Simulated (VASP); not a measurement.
Set up this calculation in VASP 6.6.1, as the native input.

| Quantity | Value |
| --- | --- |
| Task | single point |
| Functional | PBE |
| Potentials or basis | VASP PAW PBE potentials, release 64 (Ru_pv, Si, Cu) |
| Cutoff | 520 eV |
| k mesh | 5 × 5 × 3 |
| Occupations | fermi-dirac, width 0.1 eV |
| Spin | no spin polarisation |
| Dipole correction | no |
| Further INCAR settings | ALGO = Normal; EDIFF = 1e-06; NBANDS = 38 |

The structure of CuSiRu lies in POSCAR:

```
CuSiRu
1.0
    3.7150350000      0.0000000000      0.0000000000
    0.0000000000      3.7150350000      0.0000000000
    0.0000000000      0.0000000000      5.8632210000
Ru Si Cu
2 2 2
Direct
    0.7500000000      0.2500000000      0.0000000000
    0.2500000000      0.7500000000      0.0000000000
    0.2500000000      0.2500000000      0.1750000000
    0.7500000000      0.7500000000      0.8250000000
    0.2500000000      0.2500000000      0.6790000000
    0.7500000000      0.7500000000      0.3210000000
```

These files were run (other wordings do the same):

INCAR

```
SYSTEM = CuSiRu
  PREC = Accurate
  ENCUT = 520
  EDIFF = 1E-6
  ISMEAR = -1
  SIGMA = 0.1
  LREAL = .False.
  LASPH = .True.
  NELM = 100
  ALGO = Normal
  ISIF = 2
  LWAVE = .False.
  LCHARG = .True.
  GGA = PE
  LELF = .True.
  LVHAR = .True.
  NBANDS = 38
```

KPOINTS

```
Automatic mesh
0
Gamma
  5 5 3
  0 0 0
```

Potentials or basis: VASP PAW PBE potentials, release 64 (Ru_pv, Si, Cu).

Run with:

```console
$ cat potpaw_PBE.64/Ru_pv/POTCAR potpaw_PBE.64/Si/POTCAR potpaw_PBE.64/Cu/POTCAR > POTCAR
$ mpirun -np 1 vasp_std > vasp.out
```

It gave:

| Quantity | Value |
| --- | --- |
| Pressure | 56.0 GPa |
| Largest force | 7.938 eV/Å |
| Band gap on the k mesh | zero (band 29 reaches 11.00 eV, above the bottom of band 30 at 9.53 eV) |

Caveat: forces of over 1 eV/Å act on the atoms, so gaps and moduli don't describe the material at rest.

Wall time 28 s on 1 thread of Intel(R) Xeon(R) 6975P-C (Granite Rapids), with other jobs on the host, peak memory 0.19 GiB.
